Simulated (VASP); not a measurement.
Input of a VASP 6.6.1 run:

The input INCAR:

```
  PREC = Accurate
  ENCUT = 520
  EDIFF = 1E-7
  ISMEAR = 0
  SIGMA = 0.1
  LREAL = Auto
  LASPH = T
  NELM = 100
  ALGO = Normal
  ISIF = 2
  LWAVE = F
  LCHARG = T
  GGA = PE
  LELF = T
  LVHAR = T
  NBANDS = 88
```

Contents of KPOINTS:

```
Automatic mesh
0
Gamma
  1 1 1
```

The input POSCAR:

```
Rb16Li
1.0
   11.1800000000      0.0000000000      0.0000000000
    0.0000000000     11.1800000000      0.0000000000
    0.0000000000      0.0000000000     11.1800000000
Rb Li
16 1
Direct
    0.0001864937      0.0190974955      0.0205872987
    0.4997846154      0.0157001789      0.0435008050
   -0.0002798748      0.4670141324     -0.0099019678
   -0.0000561717      0.0092201252      0.4747602862
    0.2682605546      0.2779357782      0.2606833631
    0.4998422182      0.5232461538     -0.0268834526
    0.4998074240     -0.0124488372      0.4761238819
    0.7314764758      0.2776940072      0.2605474955
   -0.0004496422      0.4777402504      0.5056563506
    0.2404678891      0.7365338998      0.2385571556
    0.2692306798      0.2171159213      0.7462744186
    0.4999573345      0.5366815742      0.5318603757
    0.7592641324      0.7367278175      0.2384999106
    0.7304484794      0.2169839893      0.7463787120
    0.1998284436      0.7503436494      0.7500596601
    0.7993932916      0.7509313953      0.7503483005
    0.4993987478      0.8462273703      0.7761197674
```

Potentials or basis: VASP PAW PBE potentials, release 64 (Rb_sv, Li_sv).

Launch:

```console
$ cat potpaw_PBE.64/Rb_sv/POTCAR potpaw_PBE.64/Li_sv/POTCAR > POTCAR
$ mpirun -np 1 vasp_gam > vasp.out
```

(1) Estimate the largest force.

(2) Estimate the band gap on the k mesh.

## Answers

(1) 0.019 eV/Å.

(2) zero (an odd number of electrons rules out a gap without spin polarisation).

Caveat: the k points lie up to 0.56 Å⁻¹ apart, too coarse for converged energies and pressures of a metal.
